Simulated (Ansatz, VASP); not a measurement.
# One calculation of CoO, two programs

Contents of INCAR:

```
ALGO = Normal
EDIFF = 1E-6
ENCUT = 520
GGA = PS
ISIF = 2
ISMEAR = 0
ISPIN = 2
LASPH = True
LCHARG = True
LELF = True
LMAXMIX = 4
LORBIT = 11
LREAL = False
LVHAR = True
LWAVE = False
MAGMOM = 3 -3 0 0
NBANDS = 27
NELM = 150
PREC = Accurate
SIGMA = 0.1
```

KPOINTS

```
k-points
0
Gamma
  16 16 8
```

POSCAR

```
CoO
1.0
    2.5724609762      0.0000000000      0.0000000000
    0.0000000000      2.5724609762      0.0000000000
    0.0000000000      0.0000000000      5.1449219523
Co O
2 2
Direct
    0.0000000000      1.0000000000      0.0000000000
    0.0000000000      1.0000000000      0.5000000000
    0.5000000000      0.5000000000      0.2500000000
    0.5000000000      0.5000000000      0.7500000000
```

Input for Ansatz:

```yaml
crystal:
  lattice:
    - [2.5724608895, 0.0, 0.0]
    - [0.0, 2.5724608895, 0.0]
    - [0.0, 0.0, 5.144921779]
  atoms:
    - { symbol: Co, position: [0.0, 0.0, 0.0], spin: 3.0 }
    - { symbol: O, position: [0.5, 0.5, 0.25] }
    - { symbol: Co, position: [0.0, 0.0, 0.5], spin: -3.0 }
    - { symbol: O, position: [0.5, 0.5, 0.75] }
basis:
  ecutwfc: 420
kpoints:
  mp_grid: { grid: [16, 16, 8] }
hamiltonian:
  xc: pbesol
scf:
  occupations: { method: gaussian, width: 0.1 }
  lower_state_search: "off"
output:
  forces: true
  stress: true
  eigenvalues: true
  populations: true
magnetization:
  spin_polarized: true
```

Alike in both runs: task single point; functional PBEsol; k mesh 16 × 16 × 8; occupations gaussian, width 0.1 eV; collinear spin.

```csv
,VASP,Ansatz
version,VASP 6.6.1,Ansatz 0.2.0
potentials or method,"VASP PAW PBE potentials, release 64 (Co, O), cutoff 520 eV","scalar-relativistic, plane waves, PAW"
valence electrons in the cell,30,46
```

```csv
,VASP,Ansatz,Ansatz less VASP
gap on the k mesh at the Fermi level (eV),none,none,-
pressure (GPa),-4.2,-3.7,+0.52
net moment per atom (μB),0.00,0.00,0.000
size of the moment on the site where the two differ most (μB),2.21,2.20,-0.013
```

VASP's potentials were made for PBE, not for PBEsol. Site moments also hang on the region over which each program counts them. A gap of «none» marks a metal or a gap that the smearing closes. VASP's potentials hold 30 valence electrons a cell and Ansatz's 46, so a difference there can come from the potentials and not from the codes.
